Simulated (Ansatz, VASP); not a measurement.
# PtW3: VASP beside Ansatz

```
Pt W
1.0
     3.96466    0.00000    0.00000
     0.00000    3.96466    0.00000
     0.00000    0.00000    3.96466
Pt W
1 3
Direct
  0.00000 0.00000 0.00000
  0.00000 0.50000 0.50000
  0.50000 0.00000 0.50000
  0.50000 0.50000 0.00000
```

Alike in both runs: functional r2SCAN; k mesh 12 × 12 × 12; occupations gaussian, width 0.1 eV; no spin polarisation.

Ansatz relaxed the structure, and its values are those at the end. VASP's run is a single point on that final structure, the one shown.

```csv
,VASP,Ansatz
version,VASP 6.6.1,Ansatz 0.2.0
potentials or method,"VASP PAW PBE potentials, release 64 (Pt, W_sv), cutoff 520 eV","scalar-relativistic, plane waves, PAW"
valence electrons in the cell,52,60
```

VASP gave:

* gap on the k mesh at the Fermi level (eV): none
* pressure (GPa): 1.3

Q: What did Ansatz give for the same quantities?

A: gap on the k mesh at the Fermi level (eV): none; pressure (GPa): 0.0.

VASP's potentials were made for PBE, not for r2SCAN. A gap of «none» marks a metal or a gap that the smearing closes. VASP's potentials hold 52 valence electrons a cell and Ansatz's 60, so a difference there can come from the potentials and not from the codes.

Spin-orbit coupling is off throughout.
